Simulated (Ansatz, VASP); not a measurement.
## BP in VASP and in Ansatz

```
B P
1.0
     0.00000    1.91157    1.91157
     1.91157    0.00000    1.91157
     1.91157    1.91157    0.00000
B P
1 1
Cartesian
  0.0000 0.0000 0.0000
  1.9116 1.9116 1.9116
```

Change from the starting cell: volume scaled by 0.72, PAW files.

Alike in both runs: task single point; functional LDA; k mesh 15 × 15 × 15; occupations fermi-dirac, width 0.1 eV; no spin polarisation.

```csv
,VASP,Ansatz
version,VASP 6.6.1,Ansatz 0.2.0
potentials or method,"VASP PAW LDA potentials, release 64 (B, P)","PAW with Ansatz's default frozen-core files, scalar-relativistic"
plane-wave cutoff (eV),500,420
valence electrons in the cell,8,8
```

|  | VASP | Ansatz | Ansatz less VASP |
| --- | --- | --- | --- |
| pressure (GPa) | 103.5 | 103.8 | +0.34 |

LDA's correlation is that of Perdew and Zunger in VASP and of Perdew and Wang (1992) in Ansatz. Both programs put the cell under a high pressure, so it lies far from rest at this level.

Noted on VASP's run: the cell as given lies far from equilibrium.
